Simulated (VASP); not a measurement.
Write the native input for VASP 6.6.1 that does the following.

| Quantity | Value |
| --- | --- |
| Task | single point |
| Functional | LDA |
| Potentials or basis | VASP PAW LDA potentials, release 64 (Pt) |
| Cutoff | 520 eV |
| k mesh | 22 × 22 × 22 |
| Occupations | gaussian, width 0.15 eV |
| Spin | no spin polarisation |
| Dipole correction | no |
| Further INCAR settings | ALGO = Fast; EDIFF = 1e-07; NBANDS = 11 |

The structure of Pt lies in POSCAR:

```
Pt
1.0
    0.0000000000      2.0709192937      1.7205197492
    2.0709192937      0.0000000000      1.7205197492
    2.0709192937      2.0709192937      0.0000000000
Pt
1
Direct
    0.0000000000      0.0000000000      0.0000000000
```

This cell differs from its parent crystal: volume 14.758 Å^3 an atom, c/a of the conventional cell 0.8308.

These files were run (other wordings do the same):

INCAR

```
  PREC = Accurate
  ENCUT = 520
  EDIFF = 1E-7
  ISMEAR = 0
  SIGMA = 0.15
  LREAL = False
  LASPH = True
  NELM = 100
  ALGO = Fast
  ISIF = 2
  LWAVE = False
  LCHARG = False
  NBANDS = 11
```

KPOINTS

```
Automatic mesh
0
Gamma
  22 22 22
```

Potentials or basis: VASP PAW LDA potentials, release 64 (Pt).

Run with:

```sh
$ cat potpaw_LDA.64/Pt/POTCAR > POTCAR
$ mpirun -np 1 vasp_std > vasp.out
```

Results of the run:

The pressure is 2.8 GPa and the band gap on the k mesh is zero (band 5 reaches 12.59 eV, above the bottom of band 6 at 9.79 eV).

Caveat: spin-orbit coupling is left out, which moves the levels of the heavy elements.

It took 100 s on 1 thread of Intel Xeon 6975P-C, on a shared host, peak memory 0.24 GiB.
